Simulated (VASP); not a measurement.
# SnS2 (P-3m1) in VASP: settings compared

Aim: see how the results for SnS2 move with the level of theory and the settings. Levels: LDA, PBE. Tasks: single point.

Everything below comes from runs of VASP 6.6.1. Logs are shortened: lines on timing, memory, paths and dates and some standing lists are left out, and cuts for length are marked.

## Step 1: The cell of the first run

It takes space group P-3m1 (No. 164, trigonal). Conventional cell: a = 3.634 Å, b = 3.634 Å, c = 5.702 Å, α = 90.00°, β = 90.00°, γ = 120.00°. Sn (site symmetry -3m) has 6 S at 2.56 Å within 3.4 Å. Within 3.7 Å of S (site symmetry 3m) lie 3 Sn at 2.56 Å and 12 S at 3.48 to 3.63 Å.

## Step 2: Single point, LDA

Input file INCAR:

```
PREC = Accurate
ENCUT = 500
EDIFF = 1E-6
ISMEAR = 0
SIGMA = 0.01
LREAL = False
LASPH = True
NELM = 120
ALGO = Normal
ISIF = 2
LWAVE = False
LCHARG = False
NBANDS = 20
GGA_COMPAT = False
```

Input file KPOINTS:

```
regular mesh
0
Gamma
  6 6 4
```

Input file POSCAR:

```
SnS2
1.0
    3.6337642384      0.0000000000      0.0000000000
   -1.8168821192      3.1469321418      0.0000000000
    0.0000000000      0.0000000000      5.7024199125
Sn S
1 2
Direct
    0.0000000000      0.0000000000      0.0000000000
    0.3333333333      0.6666666667      0.2570528446
    0.6666666667      0.3333333333      0.7429471554
```

Potentials or basis: VASP PAW LDA potentials, release 64 (Sn_d, S).

Started as:

```
> cat potpaw_LDA.64/Sn_d/POTCAR potpaw_LDA.64/S/POTCAR > POTCAR
> mpirun -np 1 vasp_std > vasp.out
```

OUTCAR:

```text
PREC = Accurate
   ENCUT = 500
   EDIFF = 1E-6
   ISMEAR = 0
   LREAL = False
   LASPH = True
   NELM = 120
   ISIF = 2

 ion  position               nearest neighbor table
   1  0.000  0.000  0.000-   2 2.56   3 2.56   2 2.56   3 2.56   3 2.56   2 2.56
   2  0.333  0.667  0.257-   1 2.56   1 2.56   1 2.56
   3  0.667  0.333  0.743-   1 2.56   1 2.56   1 2.56

  LATTYP: Found a hexagonal cell.
 ALAT       =     3.6337642384
 C/A-ratio  =     1.5692872565

  Lattice vectors:

 A1 = (   3.6337642384,   0.0000000000,   0.0000000000)
 A2 = (  -1.8168821192,   3.1469321418,   0.0000000000)
 A3 = (   0.0000000000,   0.0000000000,   5.7024199125)

Analysis of symmetry for initial positions (statically):
=====================================================================
 Subroutine PRICEL returns:
 Original cell was already a primitive cell.

 Routine SETGRP: Setting up the symmetry group for a
 hexagonal supercell.

 Subroutine GETGRP returns: Found 12 space group operations
 (whereof 12 operations were pure point group operations)
 out of a pool of 24 trial point group operations.

The static configuration has the point symmetry D_3d.

Analysis of symmetry for dynamics (positions and initial velocities):
=====================================================================
 Subroutine PRICEL returns:
 Original cell was already a primitive cell.

 Routine SETGRP: Setting up the symmetry group for a
 hexagonal supercell.

 Subroutine GETGRP returns: Found 12 space group operations
 (whereof 12 operations were pure point group operations)
 out of a pool of 24 trial point group operations.

The dynamic configuration has the point symmetry D_3d.

 Subroutine INISYM returns: Found 12 space group operations
 (whereof 12 operations are pure point group operations),
 and found     1 'primitive' translations

----------------------------------------------------------------------------------------

                                     Primitive cell

  volume of cell :      65.2084

  direct lattice vectors                    reciprocal lattice vectors
     3.633764238  0.000000000  0.000000000     0.275196720  0.158884900  0.000000000
    -1.816882119  3.146932142  0.000000000     0.000000000  0.317769801  0.000000000
     0.000000000  0.000000000  5.702419912     0.000000000  0.000000000  0.175364146

  length of vectors
     3.633764238  3.633764238  5.702419912     0.317769801  0.317769801  0.175364146

  position of ions in fractional coordinates (direct lattice)
     0.000000000  0.000000000  0.000000000
     0.333333333  0.666666667  0.257052845
     0.666666667  0.333333333  0.742947155

  ion indices of the primitive-cell ions
   primitive index   ion index
                 1           1
                 2           2
                 3           3

----------------------------------------------------------------------------------------

 KPOINTS: regular mesh

Automatic generation of k-mesh.
 Grid dimensions read from file:
 generate k-points for:    6    6    4

 Generating k-lattice:

  Cartesian coordinates                     Fractional coordinates (reciprocal lattice)
     0.045866120  0.026480817  0.000000000     0.166666667 -0.000000000  0.000000000
     0.000000000  0.052961633  0.000000000     0.000000000  0.166666667  0.000000000
     0.000000000  0.000000000  0.043841037     0.000000000  0.000000000  0.250000000

  Length of vectors
     0.052961633  0.052961633  0.043841037

  Shift w.r.t. Gamma in fractional coordinates (k-lattice)
     0.000000000  0.000000000  0.000000000

 Subroutine IBZKPT returns following result:
 ===========================================

 Found     24 irreducible k-points:

 Following reciprocal coordinates:
            Coordinates               Weight
  0.000000  0.000000  0.000000      1.000000
  0.166667 -0.000000  0.000000      6.000000
  0.333333 -0.000000  0.000000      6.000000
  0.500000 -0.000000  0.000000      3.000000
  0.166667  0.166667  0.000000      6.000000
  0.333333  0.166667  0.000000     12.000000
[... 16 lines left out ...]
  0.333333  0.166667  0.500000     12.000000
  0.333333  0.333333  0.500000      2.000000
   k-points           NKPTS =     24   k-points in BZ     NKDIM =     24   number of bands    NBANDS=     20
   number of dos      NEDOS =    301   number of ions     NIONS =      3
   total plane-waves  NPLWV =  32928
   dimension x,y,z NGX =    28 NGY =   28 NGZ =   42
   dimension x,y,z NGXF=    56 NGYF=   56 NGZF=   84
   ions per type =               1   2
   NGX,Y,Z   is equivalent  to a cutoff of  12.81, 12.81, 12.24 a.u.
   NGXF,Y,Z  is equivalent  to a cutoff of  25.62, 25.62, 24.49 a.u.
 SYSTEM =  unknown system
   PREC   = accura    normal or accurate (medium, high low for compatibility)
   ISTART =      0    job   : 0-new  1-cont  2-samecut
   ICHARG =      2    charge: 1-file 2-atom 10-const
   ISPIN  =      1    spin polarized calculation?
   LNONCOLLINEAR =      F non collinear calculations
   LSORBIT =      F    spin-orbit coupling
   LASPH  =      T    aspherical Exc in radial PAW
   ENCUT  =  500.0 eV  36.75 Ry    6.06 a.u.   6.63  6.63 10.40*2*pi/ulx,y,z
   NELM   =    120;   NELMIN=  2; NELMDL= -5     # of ELM steps
   EDIFF  = 0.1E-05   stopping-criterion for ELM
   LREAL  =      F    real-space projection
[... 7 lines left out ...]
   TEBEG  =    0.0;   TEEND  =   0.0 temperature during run
   PSTRESS=    0.0 pullay stress
   NELECT =      26.0000    total number of electrons
   NUPDOWN=      -1.0000    fix difference up-down
   EMIN   =  10.00;   EMAX   =-10.00  energy-range for DOS
   EFERMI =   0.00;   METHOD = LEGACY
   ISMEAR =     0;   SIGMA  =   0.01  broadening in eV -4-tet -1-fermi 0-gaus
   EFERMI_NEDOS =   21; number of points for ismear=-14 and -15
   IALGO  =     38    algorithm
   IMIX   =      4    mixing-type and parameters
     AMIX     =   0.40;   BMIX     =  1.00
     AMIX_MAG =   1.60;   BMIX_MAG =  1.00
  volume/ion in A,a.u.               =      21.74       146.68
  Fermi-wavevector in a.u.,A,eV,Ry     =   1.204938  2.277003 19.753979  1.451877
  Thomas-Fermi vector in A             =   2.340649
   LORBIT       =      0    0 simple, 1 ext, 2 COOP (PROOUT), +10 PAW based schemes
   GGA     = CA    functional components
   LHFCALC =     F    Hartree Fock is set to
   AEXX    =    0.0000 exact exchange contribution
   IVDW    =     0    specifies the selected vdW correction
   LEPSILON=     F    determine dielectric tensor
   LRPA    =     F    only Hartree local field effects (RPA)
 non-spin polarized calculation
 Gauss-broadening in eV      SIGMA  =   0.01
  energy-cutoff  :      500.00
  volume of cell :       65.21
 maximum number of plane-waves:      1701
 NGX is ok and might be reduce to    28
   NGX = 13   NGY = 13   NGZ = 21

 number of electron      26.0000012 magnetization

 Free energy of the ion-electron system (eV)
  ---------------------------------------------------
  ext. energy  EPLUGINS =         0.00000000
  ---------------------------------------------------
  free energy    TOTEN  =       -15.06556549 eV

  energy without entropy =      -15.06556549  energy(sigma->0) =      -15.06556549

 E-fermi :   5.2552     XC(G=0): -10.2041

 val. band max:        5.1944864475   @ k =   0.0000   0.0000   0.0000
 cond. band min:       6.3622638889   @ k =   0.5000  -0.0000   0.2500
 fundamental gap:      1.1677774414
 Fermi energy:         5.2552363457

 k-point     1 :       0.0000    0.0000    0.0000
  band No.  band energies     occupation
      1     -15.8762      2.00000
      2     -15.8762      2.00000
      3     -15.8266      2.00000
      4     -15.7974      2.00000
      5     -15.7974      2.00000
      6      -8.9331      2.00000
[... 12 lines left out ...]
     19      14.5854      0.00000
     20      14.5854      0.00000

 k-point     2 :       0.1667   -0.0000    0.0000
  band No.  band energies     occupation
      1     -15.8951      2.00000
      2     -15.8606      2.00000
      3     -15.8156      2.00000
      4     -15.8055      2.00000
      5     -15.7948      2.00000
      6      -8.6139      2.00000
[... 12 lines left out ...]
     19      13.7354      0.00000
     20      14.7464      0.00000

 k-point     3 :       0.3333   -0.0000    0.0000
  band No.  band energies     occupation
      1     -15.9388      2.00000
      2     -15.8430      2.00000
      3     -15.8303      2.00000
      4     -15.7791      2.00000
      5     -15.7757      2.00000
      6      -7.7345      2.00000
[... 12 lines left out ...]
     19      14.2084      0.00000
     20      15.6424      0.00000

 k-point     4 :       0.5000   -0.0000    0.0000
  band No.  band energies     occupation
      1     -15.9617      2.00000
      2     -15.8409      2.00000
      3     -15.8389      2.00000
      4     -15.7636      2.00000
      5     -15.7593      2.00000
      6      -6.9080      2.00000
[... 12 lines left out ...]
     19      15.4285      0.00000
     20      16.2520      0.00000

 k-point     5 :       0.1667    0.1667    0.0000
  band No.  band energies     occupation
      1     -15.9165      2.00000
      2     -15.8565      2.00000
      3     -15.8170      2.00000
      4     -15.8027      2.00000
      5     -15.7759      2.00000
      6      -8.0075      2.00000
[... 12 lines left out ...]
     19      12.3557      0.00000
     20      15.8967      0.00000

 k-point     6 :       0.3333    0.1667    0.0000
  band No.  band energies     occupation
      1     -15.9380      2.00000
      2     -15.8595      2.00000
      3     -15.8244      2.00000
      4     -15.7814      2.00000
      5     -15.7623      2.00000
      6      -7.0193      2.00000
[... 12 lines left out ...]
     19      13.8642      0.00000
     20      15.6956      0.00000

 k-point     7 :       0.3333    0.3333    0.0000
  band No.  band energies     occupation
      1     -15.9013      2.00000
      2     -15.9013      2.00000
      3     -15.7964      2.00000
      4     -15.7964      2.00000
      5     -15.7703      2.00000
      6      -6.2998      2.00000
[... 12 lines left out ...]
     19      13.8763      0.00000
     20      13.8763      0.00000
[... 277 lines left out ...]
 k-point    20 :       0.3333   -0.0000    0.5000
  band No.  band energies     occupation
      1     -15.9393      2.00000
      2     -15.8431      2.00000
      3     -15.8305      2.00000
      4     -15.7787      2.00000
      5     -15.7757      2.00000
      6      -7.5200      2.00000
[... 12 lines left out ...]
     19      15.0643      0.00000
     20      15.5838      0.00000

 k-point    21 :       0.5000   -0.0000    0.5000
  band No.  band energies     occupation
      1     -15.9623      2.00000
      2     -15.8410      2.00000
      3     -15.8391      2.00000
      4     -15.7632      2.00000
      5     -15.7593      2.00000
      6      -6.7614      2.00000
[... 12 lines left out ...]
     19      15.5271      0.00000
     20      16.7729      0.00000

 k-point    22 :       0.1667    0.1667    0.5000
  band No.  band energies     occupation
      1     -15.9168      2.00000
      2     -15.8565      2.00000
      3     -15.8171      2.00000
      4     -15.8025      2.00000
      5     -15.7757      2.00000
      6      -7.7820      2.00000
[... 12 lines left out ...]
     19      13.5576      0.00000
     20      14.6756      0.00000

 k-point    23 :       0.3333    0.1667    0.5000
  band No.  band energies     occupation
      1     -15.9385      2.00000
      2     -15.8597      2.00000
      3     -15.8246      2.00000
      4     -15.7813      2.00000
      5     -15.7620      2.00000
      6      -6.8551      2.00000
[... 12 lines left out ...]
     19      13.9990      0.00000
     20      15.2612      0.00000

 k-point    24 :       0.3333    0.3333    0.5000
  band No.  band energies     occupation
      1     -15.9017      2.00000
      2     -15.9017      2.00000
      3     -15.7965      2.00000
      4     -15.7965      2.00000
      5     -15.7699      2.00000
      6      -6.2694      2.00000
[... 12 lines left out ...]
     19      14.6027      0.00000
     20      14.6304      0.00000

------------------------ aborting loop because EDIFF is reached ----------------------------------------

  FORCE on cell =-STRESS in cart. coord.  units (eV):
  Direction    XX          YY          ZZ          XY          YZ          ZX
  --------------------------------------------------------------------------------------
  -------------------------------------------------------------------------------------
  Total       -0.0086907     -0.0086907     -0.0232217      0.0000000      0.0000000      0.0000000
  in kB       -0.2135310     -0.2135310     -0.5705608      0.0000000      0.0000000      0.0000000
  external PRESSURE =      -0.3325409 kB  Pullay stress =       0.0000000 kB

 VOLUME and BASIS-vectors are now :
 -----------------------------------------------------------------------------
  energy-cutoff  :      500.00
  volume of cell :       65.21
      direct lattice vectors                 reciprocal lattice vectors
     3.633764238  0.000000000  0.000000000     0.275196720  0.158884900  0.000000000
    -1.816882119  3.146932142  0.000000000     0.000000000  0.317769801  0.000000000
     0.000000000  0.000000000  5.702419912     0.000000000  0.000000000  0.175364146

 POSITION                                       TOTAL-FORCE (eV/Angst)
 -----------------------------------------------------------------------------------
      0.00000      0.00000      0.00000        -0.000000      0.000000      0.000000
     -0.00000      2.09795      1.46582         0.000000     -0.000000     -0.000850
      1.81688      1.04898      4.23660        -0.000000      0.000000      0.000850
 -----------------------------------------------------------------------------------
    total drift:                               -0.000000     -0.000000      0.000000

  FREE ENERGIE OF THE ION-ELECTRON SYSTEM (eV)
  ---------------------------------------------------
  free  energy   TOTEN  =       -15.0655654914 eV

  energy  without entropy=      -15.0655654914  energy(sigma->0) =      -15.06556549
```

Run time: 16 s. Hardware: 1 thread of Intel Xeon Platinum 8559C (Emerald Rapids), shared host; peak memory 0.16 GiB.

What came out:

```
Free energy            : -15.0656 eV
Pressure               : 0.0 GPa
Band gap on the k mesh : 1.17 eV (least direct gap 1.62 eV)
```

Caveat: spin-orbit coupling is left out, which moves the levels of the heavy elements. A k mesh can miss the band edges.

## Step 3: Single point, PBE

This run uses another cell than the first one, of 27.62 Å³/atom.

Input file INCAR:

```
SYSTEM = SnS2
PREC     = Accurate       ! precision mode
ENCUT    = 500            ! plane-wave cutoff, eV
EDIFF    = 1E-6           ! SCF threshold, eV
ISMEAR   = 0              ! smearing method
SIGMA    = 0.01           ! smearing width, eV
LREAL    = .False.        ! projectors in reciprocal space
LASPH    = .True.         ! aspherical terms in the spheres
NELM     = 120            ! most SCF steps
ALGO     = Normal         ! electronic algorithm
ISIF     = 2              ! what is computed and relaxed
LWAVE    = .False.        ! write WAVECAR
LCHARG   = .True.         ! write CHGCAR
GGA      = PE             ! functional
LELF     = .True.         ! ELF
LVHAR    = .True.       
NBANDS   = 20             ! bands
GGA_COMPAT= .False.
```

Input file KPOINTS:

```
regular mesh
0
Gamma
  6 6 4
  0 0 0
```

Input file POSCAR:

```
SnS2
1.0
    3.7044065835      0.0000000000      0.0000000000
   -1.8522032918      3.2081102073      0.0000000000
    0.0000000000      0.0000000000      6.9726442159
Sn S
1 2
Direct
    0.0000000000      0.0000000000      0.0000000000
    0.3333333333      0.6666666667      0.2117748888
    0.6666666667      0.3333333333      0.7882251112
```

Potentials or basis: VASP PAW PBE potentials, release 64 (Sn_d, S).

Started as:

```
> cat potpaw_PBE.64/Sn_d/POTCAR potpaw_PBE.64/S/POTCAR > POTCAR
> mpirun -np 1 vasp_std > vasp.out
```

Run time: 32 s. Hardware: 1 thread of Intel Xeon Platinum 8559C (Emerald Rapids), shared host; peak memory 0.2 GiB.

The run converged. Its results:

```
Free energy            : -13.2179 eV
Pressure               : -0.1 GPa
Band gap on the k mesh : 1.54 eV (least direct gap 1.80 eV)
```

Levels at points of the mesh, in eV from the valence-band top:
```
           k point  band 9  band 10  band 11  band 12  band 13  band 14  band 15  band 16  band 17  band 18
(0.00, 0.00, 0.00)   -0.47    -0.47    -0.42    -0.12    -0.12     2.07     3.79     5.42     5.42     7.66
(0.50, 0.00, 0.00)   -4.12    -2.19    -2.02    -0.47    -0.22     1.61     4.72     6.43     6.55     7.00
(0.00, 0.00, 0.50)   -1.05    -0.48    -0.48    -0.10    -0.10     2.61     3.79     5.38     5.38     7.81
(0.50, 0.00, 0.50)   -4.19    -2.17    -1.82    -0.43    -0.26     1.54     4.85     6.05     6.43     6.72
```

Caveat: spin-orbit coupling is left out, which moves the levels of the heavy elements; this functional lacks dispersion, which binds the layers, so the pressure and a relaxed spacing across them are unreliable. A k mesh can miss the band edges.
